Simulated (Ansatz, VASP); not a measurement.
**Two plane-wave programs on GaN**

```
Ga N
1.0
     2.62724    0.00000    0.00000
    -1.31362    2.27526    0.00000
     0.00000    0.00000    4.08049
Ga N
1 1
Direct
  0.00000 0.00000 0.50000
  0.00000 0.00000 0.00000
```

Alike in both runs: functional PBE; k mesh 12 × 12 × 4; occupations gaussian, width 0.1 eV; no spin polarisation.

Ansatz relaxed the structure, and its values are those at the end. VASP's run is a single point on that final structure, the one shown.

|  | VASP | Ansatz |
| --- | --- | --- |
| version | VASP 6.6.1 | Ansatz 0.2.0 |
| potentials or method | VASP PAW PBE potentials, release 64 (Ga_d, N), cutoff 520 eV | scalar-relativistic, plane waves, PAW |
| valence electrons in the cell | 18 | 18 |

|  | VASP | Ansatz | Ansatz less VASP |
| --- | --- | --- | --- |
| gap on the k mesh at the Fermi level (eV) | none | none | - |
| pressure (GPa) | 0.2 | 0.1 | -0.13 |

A gap of «none» marks a metal or a gap that the smearing closes. The functional is the same, so the differences come from potentials, cutoffs and numerics.

The k mesh is coarse, so the values compare programs but aren't converged.
